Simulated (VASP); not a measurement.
# BeCdS4 (P2_1/c) in VASP: notebook, part 2 of 2

VASP 6.6.1.

## (3) Single point, PBE

This run uses another cell than the first one, of 17.67 Å³/atom, 0.994 times its volume.

INCAR

```
ALGO = Normal ; EDIFF = 1E-6
ENCUT = 520 ; GGA = PE
ISIF = 2 ; ISMEAR = 0
LASPH = T ; LCHARG = T
LELF = T ; LREAL = F
LVHAR = T ; LWAVE = F
NBANDS = 50 ; NELM = 60
PREC = Accurate ; SIGMA = 0.1
```

KPOINTS

```
k-points
0
Gamma
  2 2 2
```

POSCAR

```
BeCdS4
1.0
   -5.9174030280      0.0000000000      0.0141034060
    0.0711482046      0.0000000000     -5.9679879544
    0.0000000000     -6.0058339005      0.0000000000
Be Cd S
2 2 8
Direct
    0.0000000000      0.5000000000      0.5000000000
    0.0000000000      0.0000000000      0.0000000000
    0.5000000000      0.5000000000      0.0000000000
    0.5000000000      1.0000000000      0.5000000000
    0.0722890539      0.8884083284      0.6166238135
    0.9277109461      0.1115916716      0.3833761865
    0.3676477098      0.4107636706      0.4207622785
    0.6323522902      0.5892363294      0.5792377215
    0.6323522902      0.0892363294      0.9207622785
    0.3676477098      0.9107636706      0.0792377215
    0.9277109461      0.6115916716      0.1166238135
    0.0722890539      0.3884083284      0.8833761865
```

Potentials or basis: VASP PAW PBE potentials, release 64 (Be, Cd, S).

Started as:

```console
cat potpaw_PBE.64/Be/POTCAR potpaw_PBE.64/Cd/POTCAR potpaw_PBE.64/S/POTCAR > POTCAR
mpirun -np 1 vasp_std > vasp.out
```

OUTCAR:

```text
EDIFF = 1E-6
   ENCUT = 520
   GGA = PE
   ISIF = 2
   ISMEAR = 0
   LASPH = T
   LREAL = F
   NELM = 60
   PREC = Accurate

 ion  position               nearest neighbor table
   1  0.000  0.500  0.500-   7 2.30   8 2.30  11 2.44  12 2.44   5 2.45   6 2.45
   2  0.000  0.000  0.000-   9 2.30  10 2.30   5 2.44   6 2.44  11 2.45  12 2.45
   3  0.500  0.500  0.000-   9 2.63  10 2.63   7 2.70   8 2.70  11 2.70  12 2.70
   4  0.500  0.000  0.500-   7 2.63   8 2.63   9 2.70  10 2.70   5 2.70   6 2.70
   5  0.072  0.888  0.617-   6 2.12   2 2.44   1 2.45   4 2.70
   6  0.928  0.112  0.383-   5 2.12   2 2.44   1 2.45   4 2.70
   7  0.368  0.411  0.421-   8 2.11   1 2.30   4 2.63   3 2.70
   8  0.632  0.589  0.579-   7 2.11   1 2.30   4 2.63   3 2.70
   9  0.632  0.089  0.921-  10 2.11   2 2.30   3 2.63   4 2.70
  10  0.368  0.911  0.079-   9 2.11   2 2.30   3 2.63   4 2.70
  11  0.928  0.612  0.117-  12 2.12   1 2.44   2 2.45   3 2.70
  12  0.072  0.388  0.883-  11 2.12   1 2.44   2 2.45   3 2.70

  LATTYP: Found a simple monoclinic cell.
 ALAT       =     5.9174198348
 B/A-ratio  =     1.0149413204
 C/A-ratio  =     1.0086173041
 COS(beta)  =    -0.0143039607

  Lattice vectors:

 A1 = (  -5.9174030280,   0.0000000000,   0.0141034060)
 A2 = (   0.0000000000,   6.0058339005,   0.0000000000)
 A3 = (   0.0711482046,   0.0000000000,  -5.9679879544)

Analysis of symmetry for initial positions (statically):
=====================================================================
 Subroutine PRICEL returns:
 Original cell was already a primitive cell.

 Routine SETGRP: Setting up the symmetry group for a
 simple monoclinic supercell.

 Subroutine GETGRP returns: Found  4 space group operations
 (whereof  2 operations were pure point group operations)
 out of a pool of  4 trial point group operations.

The static configuration has the point symmetry S_2 .
 The point group associated with its full space group is C_2h.

Analysis of symmetry for dynamics (positions and initial velocities):
=====================================================================
 Subroutine PRICEL returns:
 Original cell was already a primitive cell.

 Routine SETGRP: Setting up the symmetry group for a
 simple monoclinic supercell.

 Subroutine GETGRP returns: Found  4 space group operations
 (whereof  2 operations were pure point group operations)
 out of a pool of  4 trial point group operations.

The dynamic configuration has the point symmetry S_2 .
 The point group associated with its full space group is C_2h.

 Subroutine INISYM returns: Found  4 space group operations
 (whereof  2 operations are pure point group operations),
 and found     1 'primitive' translations

----------------------------------------------------------------------------------------

                                     Primitive cell

  volume of cell :     212.0899

  direct lattice vectors                    reciprocal lattice vectors
    -5.917403028  0.000000000  0.014103406    -0.168997854  0.000000000 -0.002014732
     0.071148205  0.000000000 -5.967987954    -0.000399372  0.000000000 -0.167565421
     0.000000000 -6.005833900  0.000000000     0.000000000 -0.166504771  0.000000000
[... 70 lines left out ...]
   number of dos      NEDOS =    301   number of ions     NIONS =     12
   total plane-waves  NPLWV = 110592
   dimension x,y,z NGX =    48 NGY =   48 NGZ =   48
   dimension x,y,z NGXF=    96 NGYF=   96 NGZF=   96
   ions per type =               2   2   8
   NGX,Y,Z   is equivalent  to a cutoff of  13.49, 13.37, 13.29 a.u.
   NGXF,Y,Z  is equivalent  to a cutoff of  26.97, 26.74, 26.57 a.u.
 SYSTEM =  unknown system
   PREC   = accura    normal or accurate (medium, high low for compatibility)
   ISTART =      0    job   : 0-new  1-cont  2-samecut
   ICHARG =      2    charge: 1-file 2-atom 10-const
   ISPIN  =      1    spin polarized calculation?
   LNONCOLLINEAR =      F non collinear calculations
   LSORBIT =      F    spin-orbit coupling
   LASPH  =      T    aspherical Exc in radial PAW
   ENCUT  =  520.0 eV  38.22 Ry    6.18 a.u.  11.00 11.10 11.17*2*pi/ulx,y,z
   NELM   =     60;   NELMIN=  2; NELMDL= -5     # of ELM steps
   EDIFF  = 0.1E-05   stopping-criterion for ELM
   LREAL  =      F    real-space projection
   EDIFFG = 0.1E-04   stopping-criterion for IOM
   NSW    =      0    number of steps for IOM
   IBRION =     -1    ionic relax: 0-MD 1-quasi-New 2-CG
   NFREE  =      0    steps in history (QN), initial steepest desc. (CG)
   ISIF   =      2    stress and relaxation
   ISYM   =      2    0-nonsym 1-usesym 2-fastsym
   POTIM  = 0.5000    time-step for ionic-motion
   TEBEG  =    0.0;   TEEND  =   0.0 temperature during run
   PSTRESS=    0.0 pullay stress
   NELECT =      76.0000    total number of electrons
   NUPDOWN=      -1.0000    fix difference up-down
   EMIN   =  10.00;   EMAX   =-10.00  energy-range for DOS
   EFERMI =   0.00;   METHOD = LEGACY
   ISMEAR =     0;   SIGMA  =   0.10  broadening in eV -4-tet -1-fermi 0-gaus
   EFERMI_NEDOS =   21; number of points for ismear=-14 and -15
   IALGO  =     38    algorithm
   IMIX   =      4    mixing-type and parameters
     AMIX     =   0.40;   BMIX     =  1.00
     AMIX_MAG =   1.60;   BMIX_MAG =  1.00
  volume/ion in A,a.u.               =      17.67       119.27
  Fermi-wavevector in a.u.,A,eV,Ry     =   1.162803  2.197378 18.396573  1.352110
  Thomas-Fermi vector in A             =   2.299360
   LORBIT       =      0    0 simple, 1 ext, 2 COOP (PROOUT), +10 PAW based schemes
   GGA     = PE    functional components
   LHFCALC =     F    Hartree Fock is set to
   AEXX    =    0.0000 exact exchange contribution
   IVDW    =     0    specifies the selected vdW correction
   LEPSILON=     F    determine dielectric tensor
   LRPA    =     F    only Hartree local field effects (RPA)
 non-spin polarized calculation
 Gauss-broadening in eV      SIGMA  =   0.10
  energy-cutoff  :      520.00
  volume of cell :      212.09
 maximum number of plane-waves:      5744
 NGX is ok and might be reduce to    48
   NGX = 23   NGY = 23   NGZ = 23

 number of electron      76.0000018 magnetization

 Free energy of the ion-electron system (eV)
  ---------------------------------------------------
  ext. energy  EPLUGINS =         0.00000000
  ---------------------------------------------------
  free energy    TOTEN  =       -45.52616910 eV

  energy without entropy =      -45.52616910  energy(sigma->0) =      -45.52616910

 E-fermi :   5.4578     XC(G=0): -10.1555

 val. band max:        4.9528965117   @ k =   0.5000   0.0000   0.0000
 cond. band min:       6.5648749651   @ k =  -0.0000   0.5000   0.0000
 fundamental gap:      1.6119784533
 Fermi energy:         5.4578160443

 k-point     1 :       0.0000    0.0000    0.0000
  band No.  band energies     occupation
      1     -10.8246      2.00000
      2      -9.9351      2.00000
      3      -9.6915      2.00000
      4      -9.5975      2.00000
      5      -6.6943      2.00000
      6      -6.6746      2.00000
[... 413 lines left out ...]
     49       9.9412      0.00000
     50       9.9412      0.00000

------------------------ aborting loop because EDIFF is reached ----------------------------------------

  FORCE on cell =-STRESS in cart. coord.  units (eV):
  Direction    XX          YY          ZZ          XY          YZ          ZX
  --------------------------------------------------------------------------------------
  -------------------------------------------------------------------------------------
  Total        0.4082574      0.4159527      0.5692988      0.0000000      0.0000000     -0.0622778
  in kB        3.0840727      3.1422049      4.3006174      0.0000000      0.0000000     -0.4704609
  external PRESSURE =       3.5089650 kB  Pullay stress =       0.0000000 kB

 VOLUME and BASIS-vectors are now :
 -----------------------------------------------------------------------------
  energy-cutoff  :      520.00
  volume of cell :      212.09
      direct lattice vectors                 reciprocal lattice vectors
    -5.917403028  0.000000000  0.014103406    -0.168997854  0.000000000 -0.002014732
     0.071148205  0.000000000 -5.967987954    -0.000399372  0.000000000 -0.167565421
     0.000000000 -6.005833900  0.000000000     0.000000000 -0.166504771  0.000000000

 POSITION                                       TOTAL-FORCE (eV/Angst)
 -----------------------------------------------------------------------------------
      0.03557     -3.00292     -2.98399         0.000000     -0.000000      0.000000
      0.00000      0.00000      0.00000         0.000000     -0.000000      0.000000
     -2.92313      0.00000     -2.97694         0.000000     -0.000000     -0.000000
     -2.95870     -3.00292      0.00705         0.000000     -0.000000      0.000000
     -0.36455     -3.70334     -5.30099         0.024713      0.091821     -0.061730
     -5.48170     -2.30249     -0.65289        -0.024713     -0.091821      0.061730
     -2.14629     -2.52703     -2.44625        -0.133161     -0.005424     -0.037219
     -3.69996     -3.47881     -3.50764         0.133161      0.005424      0.037219
     -3.73553     -5.52995     -0.52364         0.133161     -0.005424      0.037219
     -2.11072     -0.47589     -5.43024        -0.133161      0.005424     -0.037219
     -5.44613     -0.70042     -3.63689        -0.024713      0.091821      0.061730
     -0.40013     -5.30541     -2.31700         0.024713     -0.091821     -0.061730
 -----------------------------------------------------------------------------------
    total drift:                               -0.000000      0.000000     -0.000000

  FREE ENERGIE OF THE ION-ELECTRON SYSTEM (eV)
  ---------------------------------------------------
  free  energy   TOTEN  =       -45.5261691046 eV

  energy  without entropy=      -45.5261691046  energy(sigma->0) =      -45.52616910
```

Run time: 48 s. Hardware: 1 thread of Intel Xeon 6975P-C (Granite Rapids), shared host; peak memory 0.35 GiB.

Results:

| Quantity | Value |
| --- | --- |
| Free energy | -45.5262 eV |
| Pressure | 0.4 GPa |
| Largest force | 0.138 eV/Å |
| Band gap on the k mesh | 1.61 eV, indirect (least direct gap 1.85 eV) |

Forces on the atoms (eV/Å):
```
Be   0.000  0.000  0.000
Be   0.000  0.000  0.000
Cd   0.000  0.000  0.000
Cd   0.000  0.000  0.000
S    0.025  0.092 -0.062
S   -0.025 -0.092  0.062
S   -0.133 -0.005 -0.037
S    0.133  0.005  0.037
S    0.133 -0.005  0.037
S   -0.133  0.005 -0.037
S   -0.025  0.092  0.062
S    0.025 -0.092 -0.062
```

Caveat: the k points lie up to 0.53 Å⁻¹ apart. A k mesh can miss the band edges.

## (4) Relaxation of cell and atoms, PBE

This run uses another cell than the first one, of 19.86 Å³/atom, 1.117 times its volume.

INCAR

```
  ALGO = Normal
  EDIFF = 1E-6
  EDIFFG = -0.08
  ENCUT = 600
  GGA = PE
  IBRION = 2
  ISIF = 3
  ISMEAR = 0
  LASPH = T
  LCHARG = F
  LREAL = F
  LWAVE = F
  NELM = 80
  NSW = 36
  PREC = Accurate
  SIGMA = 0.2
```

KPOINTS

```
k-points
0
Gamma
  3 3 3
```

POSCAR

```
BeCdS4
1.0
    6.2000000000      0.0000000000      0.0000000000
    0.0000000000      6.2000000000      0.0000000000
    0.0000000000      0.0000000000      6.2000000000
Be Cd S
2 2 8
Direct
    0.0000000000      0.5000000000      0.5000000000
    0.0000000000      0.0000000000      0.0000000000
    0.5000000000      0.0000000000      0.5000000000
    0.5000000000      0.5000000000      0.0000000000
    0.8900000000      0.3900000000      0.1100000000
    0.1100000000      0.6100000000      0.8900000000
    0.6100000000      0.6100000000      0.6100000000
    0.3900000000      0.3900000000      0.3900000000
    0.3900000000      0.1100000000      0.8900000000
    0.6100000000      0.8900000000      0.1100000000
    0.1100000000      0.8900000000      0.3900000000
    0.8900000000      0.1100000000      0.6100000000
```

Potentials or basis: VASP PAW PBE potentials, release 64 (Be, Cd, S).

Started as:

```console
cat potpaw_PBE.64/Be/POTCAR potpaw_PBE.64/Cd/POTCAR potpaw_PBE.64/S/POTCAR > POTCAR
mpirun -np 1 vasp_std > vasp.out
```

OUTCAR:

```text
EDIFF = 1E-6
   EDIFFG = -0.08
   ENCUT = 600
   GGA = PE
   IBRION = 2
   ISIF = 3
   ISMEAR = 0
   LASPH = T
   LREAL = F
   NELM = 80
   NSW = 36
   PREC = Accurate

 ion  position               nearest neighbor table
   1  0.000  0.500  0.500-
   2  0.000  0.000  0.000-
   3  0.500  0.000  0.500-   7 2.60   8 2.60   9 2.60  10 2.60  11 2.60  12 2.60
   4  0.500  0.500  0.000-   5 2.60   6 2.60   7 2.60   8 2.60   9 2.60  10 2.60
   5  0.890  0.390  0.110-   6 2.36   4 2.60
   6  0.110  0.610  0.890-   5 2.36   4 2.60
   7  0.610  0.610  0.610-   8 2.36   4 2.60   3 2.60
   8  0.390  0.390  0.390-   7 2.36   4 2.60   3 2.60
   9  0.390  0.110  0.890-  10 2.36   4 2.60   3 2.60
  10  0.610  0.890  0.110-   9 2.36   4 2.60   3 2.60
  11  0.110  0.890  0.390-  12 2.36   3 2.60
  12  0.890  0.110  0.610-  11 2.36   3 2.60

  LATTYP: Found a simple cubic cell.
 ALAT       =     6.2000000000

  Lattice vectors:

[... 809 lines left out ...]

[... ionic steps 4 to 9 ...]

--------------------------------------- Ionic step       10  -------------------------------------------

 number of electron      75.9999997 magnetization

------------------------ aborting loop because EDIFF is reached ----------------------------------------
[... 87 lines left out ...]
--------------------------------------- Ionic step       12  -------------------------------------------

 number of electron      75.9999993 magnetization

 Free energy of the ion-electron system (eV)
  ---------------------------------------------------
  ext. energy  EPLUGINS =         0.00000000
  ---------------------------------------------------
  free energy    TOTEN  =       -45.73671569 eV

  energy without entropy =      -45.73671569  energy(sigma->0) =      -45.73671569

 E-fermi :   5.6902     XC(G=0): -10.1406

 val. band max:        4.8356338137   @ k =   0.3333   0.0000   0.0000
 cond. band min:       6.5981095314   @ k =  -0.3333   0.0000   0.3333
 fundamental gap:      1.7624757176
 Fermi energy:         5.6902225715

 k-point     1 :       0.0000    0.0000    0.0000
  band No.  band energies     occupation
      1     -10.8840      2.00000
      2      -9.9807      2.00000
      3      -9.7757      2.00000
      4      -9.7223      2.00000
      5      -6.7103      2.00000
      6      -6.6853      2.00000
[... 508 lines left out ...]
  FREE ENERGIE OF THE ION-ELECTRON SYSTEM (eV)
  ---------------------------------------------------
  free  energy   TOTEN  =       -45.7367156944 eV

  energy  without entropy=      -45.7367156942  energy(sigma->0) =      -45.73671569

 reached required accuracy - stopping structural energy minimisation
```

OSZICAR:

```text
N       E                     dE             d eps       ncg     rms          rms(c)
DAV:   1     0.516441420135E+03    0.51644E+03   -0.37936E+04   900   0.169E+03
DAV:   2     0.600870398193E+01   -0.51043E+03   -0.49710E+03  1030   0.330E+02
DAV:   3    -0.425397254177E+02   -0.48548E+02   -0.47493E+02  1104   0.103E+02
[... 115 lines left out ...]
DAV:   4    -0.457367168736E+02    0.69178E-04   -0.37958E-04  1088   0.815E-02    0.674E-02
DAV:   5    -0.457367178938E+02   -0.10202E-05   -0.41901E-05  1075   0.321E-02    0.603E-02
DAV:   6    -0.457367194809E+02   -0.15871E-05   -0.38048E-06   992   0.113E-02    0.144E-02
DAV:   7    -0.457367155740E+02    0.39069E-05   -0.10548E-05   947   0.153E-02    0.756E-03
DAV:   8    -0.457367156944E+02   -0.12031E-06   -0.24941E-06   762   0.619E-03
  12 F= -.45736716E+02 E0= -.45736716E+02  d E =-.132541E-02
```

Run time: 16 min. Hardware: 1 thread of Intel Xeon 6975P-C, shared host; peak memory 0.44 GiB.

Results:

```
Free energy                            : -45.7367 eV
Relaxed volume                         : 17.73 Å³/atom
Relaxed cell                           : a = 5.922 Å, b = 6.021 Å, c = 5.969 Å, α = 90.00°, β = 90.78°, γ = 90.00°
Space group after relaxing (to 0.05 Å) : P2_1/c (No. 14)
Energy gained by relaxing              : 237.9 meV/atom
Ionic steps                            : 12
Pressure after relaxing                : -0.1 GPa
Largest force after relaxing           : 0.043 eV/Å
Band gap on the k mesh                 : 1.76 eV, indirect (least direct gap 1.84 eV)
```

Forces in eV/Å, atoms in the order of the input:
```
Be   0.000  0.000  0.000
Be   0.000  0.000  0.000
Cd   0.000  0.000  0.000
Cd   0.000  0.000  0.000
S   -0.023 -0.028  0.023
S    0.023  0.028 -0.023
S   -0.018 -0.030 -0.015
S    0.018  0.030  0.015
S    0.018 -0.030  0.015
S   -0.018  0.030 -0.015
S    0.023 -0.028 -0.023
S   -0.023  0.028  0.023
```

Step by step:
| step | energy change (eV) | largest force (eV/Å) | pressure (GPa) | volume (Å³) |
| --- | --- | --- | --- | --- |
| 1 | 0.0000 | 2.4840 | -5.74 | 238.33 |
| 2 | -2.0756 | 1.3969 | 1.24 | 214.63 |
| 3 | -2.1543 | 1.2994 | 3.89 | 209.33 |
| 4 | -2.7093 | 0.7815 | 0.26 | 215.42 |
| 5 | -2.7489 | 0.7314 | -0.81 | 217.62 |
| 6 | -2.8225 | 0.1938 | -0.89 | 215.00 |
| 7 | -2.8225 | 0.2088 | -0.89 | 214.93 |
| 8 | -2.8443 | 0.1076 | 0.68 | 210.62 |
| 9 | -2.8448 | 0.1111 | 0.45 | 211.19 |
| 10 | -2.8523 | 0.0828 | 0.15 | 212.09 |
| 11 | -2.8538 | 0.0890 | -0.05 | 212.72 |
| 12 | -2.8551 | 0.0430 | -0.08 | 212.82 |

Final structure:
```
Be Cd S
1.0
     5.92164    0.00000   -0.04001
     0.00000    6.02099    0.00000
    -0.04119    0.00000    5.96923
Be Cd S
2 2 8
Direct
  0.00000 0.50000 0.50000
  0.00000 0.00000 0.00000
  0.50000 0.00000 0.50000
  0.50000 0.50000 0.00000
  0.92825 0.38441 0.11115
  0.07175 0.61559 0.88885
  0.63190 0.57929 0.58839
  0.36810 0.42071 0.41161
  0.36810 0.07929 0.91161
  0.63190 0.92071 0.08839
  0.07175 0.88441 0.38885
  0.92825 0.11559 0.61115
```

Levels at points of the mesh, in eV from the valence-band top:
| k point | band 34 | band 35 | band 36 | band 37 | band 38 | band 39 | band 40 | band 41 | band 42 | band 43 |
| --- | --- | --- | --- | --- | --- | --- | --- | --- | --- | --- |
| (0.00, 0.00, 0.00) | -1.07 | -0.76 | -0.26 | -0.18 | -0.09 | 1.98 | 2.60 | 2.73 | 2.81 | 2.88 |

Caveat: the relaxation stopped at a loose force limit of 0.08 eV/Å, so its end isn't a converged minimum. A k mesh can miss the band edges.

## (5) The runs side by side

```csv
task,cell,k mesh,cutoff (eV),smearing,gap on the mesh (eV),pressure (GPa),largest force (eV/Å)
single point,"a = 5.928, b = 5.998, c = 6.000 Å, angles 90.0, 90.5, 90.0°, 12 atoms",3 × 3 × 3,520,gaussian 0.2 eV,1.74,-0.4,0.12
single point,"a = 5.917, b = 5.968, c = 6.006 Å, angles 90.0, 90.0, 90.8°, 12 atoms",2 × 2 × 2,520,gaussian 0.1 eV,1.61,0.4,0.14
relaxation of cell and atoms,"relaxed from a = 6.200 Å, 12 atoms",3 × 3 × 3,600,gaussian 0.2 eV,1.76,-0.1,0.04
```

Alike in all rows: level PBE; potentials or basis VASP PAW PBE potentials, release 64 (Be, Cd, S); no spin polarisation.

Caveats: some runs use coarse meshes; the relaxation stopped at a loose force limit of 0.08 eV/Å, so its end isn't a converged minimum (some runs).

Absolute energies hang on the potentials; compare differences alone.
